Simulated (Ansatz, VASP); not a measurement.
ScS4: VASP beside Ansatz

```
Sc S
1.0
     4.88479    0.00000    0.00000
     0.00000    4.88479    0.00000
     0.00000    0.00000    4.88479
Sc S
1 4
Cartesian
  0.0000 0.0000 0.0000
  2.4424 0.0000 0.0000
  0.0000 2.4424 0.0000
  0.0000 0.0000 2.4424
  2.4424 2.4424 2.4424
```

Alike in both runs: functional PBE; k mesh 4 × 4 × 4; occupations gaussian, width 0.1 eV; no spin polarisation.

Ansatz relaxed the structure, and its values are those at the end. VASP's run is a single point on that final structure, the one shown.

|  | VASP | Ansatz |
| --- | --- | --- |
| version | VASP 6.6.1 | Ansatz 0.2.0 |
| potentials or method | VASP PAW PBE potentials, release 64 (Sc_sv, S), cutoff 520 eV | scalar-relativistic, plane waves, PAW |
| valence electrons in the cell | 35 | 35 |

VASP gave:

```
gap on the k mesh at the Fermi level (eV) : none
pressure (GPa)                            : 0.5
```

Estimate Ansatz's values.

gap on the k mesh at the Fermi level (eV): none; pressure (GPa): 0.3.

A gap of «none» marks a metal or a gap that the smearing closes. With one functional, cell and mesh, what is left measures potentials, basis and numerics.
